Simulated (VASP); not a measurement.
Be2Ag: relaxation of volume and atoms at fixed shape with LDA

The system is Be2Ag.

```
Be Ag
1.0
     4.44558    0.00000    0.00000
     2.22279    3.84999    0.00000
     2.22279    1.28333    3.62980
Be Ag
4 2
Direct
  0.62500 0.62500 0.62500
  0.12500 0.62500 0.62500
  0.62500 0.62500 0.12500
  0.62500 0.12500 0.62500
  0.00000 0.00000 0.00000
  0.25000 0.25000 0.25000
```

| Item | Value |
| --- | --- |
| Program | VASP 6.6.1 |
| Task | relaxation of volume and atoms at fixed shape |
| Functional | LDA |
| Potentials or basis | VASP PAW LDA potentials, release 64 (Be, Ag) |
| Cutoff | 600 eV |
| k mesh | 12 × 12 × 12 |
| Occupations | methfessel-paxton, width 0.05 eV |
| Spin | no spin polarisation |
| Dipole correction | no |
| Further INCAR settings | ALGO = Normal; EDIFF = 1e-06; IBRION = 2; EDIFFG = -0.03; NSW = 80; ISIF = 8 |

The relaxed volume is 10.28 Å³/atom and the relaxed cell is a = 4.435 Å, b = 4.435 Å, c = 4.435 Å, α = 60.00°, β = 60.00°, γ = 60.00°. The space group after relaxing (to 0.1 Å) is Fd-3m (No. 227). The energy gained by relaxing is 0.1 meV/atom and the ionic steps are 2. The pressure after relaxing is 0.3 GPa and the band gap on the k mesh is zero (bands 15 and 16 overlap by 2.41 eV).

The path:
```
step  energy change (eV)  largest force (eV/Å)  pressure (GPa)  volume (Å³)
   1              0.0000                0.0000           -0.79        62.13
   2             -0.0006                0.0000            0.35        61.67
```

Final structure:
```cif
data_structure
_symmetry_space_group_name_H-M 'P 1'
_symmetry_Int_Tables_number 1
_cell_length_a 4.4346
_cell_length_b 4.4346
_cell_length_c 4.4346
_cell_angle_alpha 60.000
_cell_angle_beta 60.000
_cell_angle_gamma 60.000
_cell_volume 61.67
loop_
_atom_site_label
_atom_site_type_symbol
_atom_site_fract_x
_atom_site_fract_y
_atom_site_fract_z
_atom_site_occupancy
Be1 Be 0.62500 0.62500 0.62500 1
Be2 Be 0.12500 0.62500 0.62500 1
Be3 Be 0.62500 0.62500 0.12500 1
Be4 Be 0.62500 0.12500 0.62500 1
Ag1 Ag 0.00000 0.00000 0.00000 1
Ag2 Ag 0.25000 0.25000 0.25000 1
```

Levels at points of the mesh, in eV from the Fermi level:
| k point | band 11 | band 12 | band 13 | band 14 | band 15 | band 16 | band 17 | band 18 | band 19 |
| --- | --- | --- | --- | --- | --- | --- | --- | --- | --- |
| (0.00, 0.00, 0.00) | -4.64 | -3.56 | 0.44 | 0.44 | 0.44 | 2.79 | 3.49 | 3.49 | 3.49 |
| (0.50, 0.00, 0.00) | -4.81 | -4.77 | -2.71 | -0.93 | -0.93 | 1.97 | 1.97 | 3.59 | 5.74 |
| (0.50, 0.50, 0.00) | -4.50 | -4.50 | -3.51 | -3.51 | -1.62 | -1.62 | 5.65 | 5.65 | 6.40 |

It took 54 s on 1 thread of Intel(R) Xeon(R) 6975P-C (Granite Rapids) (shared host), peak memory 0.24 GiB.

LDA usually gives volumes a few per cent too small. Zero-point motion and thermal expansion aren't in these numbers.
